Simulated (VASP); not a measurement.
Runs of VASP 6.6.1 on N. The structure is that of space group P6_3/mmc (No. 194), or close to it. The cells are those of the table. 

```tsv
cell	gap on the mesh (eV)	pressure (GPa)	moment (μB)
a = 3.731, b = 3.731, c = 5.572 Å, angles 90.0, 90.0, 120.0°, 2 atoms	2.07	-0.4	6.00
a = 3.679, b = 3.679, c = 5.732 Å, angles 90.0, 90.0, 120.0°, 2 atoms	2.08	-0.4	6.00
a = 3.909, b = 3.909, c = 5.076 Å, angles 90.0, 90.0, 120.0°, 2 atoms	1.98	-0.3	6.00
a = 3.325, b = 3.325, c = 7.016 Å, angles 90.0, 90.0, 120.0°, 2 atoms	1.84	(b)	6.00
a = 3.516, b = 3.516, c = 6.276 Å, angles 90.0, 90.0, 120.0°, 2 atoms	(a)	-0.4	6.00
```

Alike in all rows: task single point; level LDA; potentials or basis VASP PAW LDA potentials, release 64 (N); spin collinear, ferromagnetic start; k mesh 12 × 12 × 6; cutoff (eV) 520; smearing gaussian 0.05 eV.

Q: Fill in the values left out.

A: (a) 2.03; (b) -0.2.

A k mesh can miss the band edges.
